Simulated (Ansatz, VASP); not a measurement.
# Two plane-wave programs on In3As

The input INCAR:

```
PREC = Accurate
ENCUT = 600
EDIFF = 1E-6
ISMEAR = 0
SIGMA = 0.1
LREAL = F
LASPH = T
NELM = 80
ALGO = Fast
ISIF = 3
LWAVE = F
LCHARG = F
GGA = PE
IBRION = 2
NSW = 90
EDIFFG = -0.04
```

KPOINTS

```
Automatic mesh
0
Gamma
  4 4 4
```

The input POSCAR:

```
In3As
1.0
   -2.9013902400      2.9013902400      3.3570385400
    2.9013902400     -2.9013902400      3.3570385400
    2.9013902400      2.9013902400     -3.3570385400
In As
3 1
Direct
    0.5000000000      0.5000000000      0.0000000000
    0.5000000000      0.0000000000      0.5000000000
    0.0000000000      0.5000000000      0.5000000000
    0.0000000000      0.0000000000      0.0000000000
```

Input for Ansatz:

```yaml
crystal:
  lattice:
    - [-2.90139024, 2.90139024, 3.35703854]
    - [2.90139024, -2.90139024, 3.35703854]
    - [2.90139024, 2.90139024, -3.35703854]
  atoms:
    - { symbol: In, position: [0.5, 0.5, 0.0] }
    - { symbol: In, position: [0.5, 0.0, 0.5] }
    - { symbol: In, position: [0.0, 0.5, 0.5] }
    - { symbol: As, position: [0.0, 0.0, 0.0] }
basis:
  ecutwfc: 420
kpoints:
  mp_grid: { grid: [4, 4, 4] }
hamiltonian:
  xc: pbe
scf:
  occupations: { method: gaussian, width: 0.1 }
  lower_state_search: "off"
output:
  forces: true
  stress: true
  eigenvalues: true
relax:
  adjacent_minimum: "off"
  f_tol: 0.04
  max_steps: 70
  cell: { stress_tol: 0.4 }
```

Alike in both runs: task relaxation of cell and atoms; functional PBE; k mesh 4 × 4 × 4; occupations gaussian, width 0.1 eV; no spin polarisation.

|  | VASP | Ansatz |
| --- | --- | --- |
| version | VASP 6.6.1 | Ansatz 0.2.0 |
| potentials or method | VASP PAW PBE potentials, release 64 (In_d, As), cutoff 600 eV | scalar-relativistic, plane waves, PAW |
| valence electrons in the cell | 44 | 54 |

Ansatz gave:

```
gap on the k mesh at the Fermi level, each at its own relaxed structure (eV) : none
relaxed volume (Å³/atom)                                                     : 26.54
relaxed cell length with the largest relative difference (Å)                 : 5.167
```

Q: What did VASP give for the same quantities?

A: gap on the k mesh at the Fermi level, each at its own relaxed structure (eV): none; relaxed volume (Å³/atom): 26.53; relaxed cell length with the largest relative difference (Å): 5.166.

A gap of «none» marks a metal or a gap that the smearing closes. VASP's potentials hold 44 valence electrons a cell and Ansatz's 54, so a difference there can come from the potentials and not from the codes.

The k mesh is coarse, so the values compare programs but aren't converged.
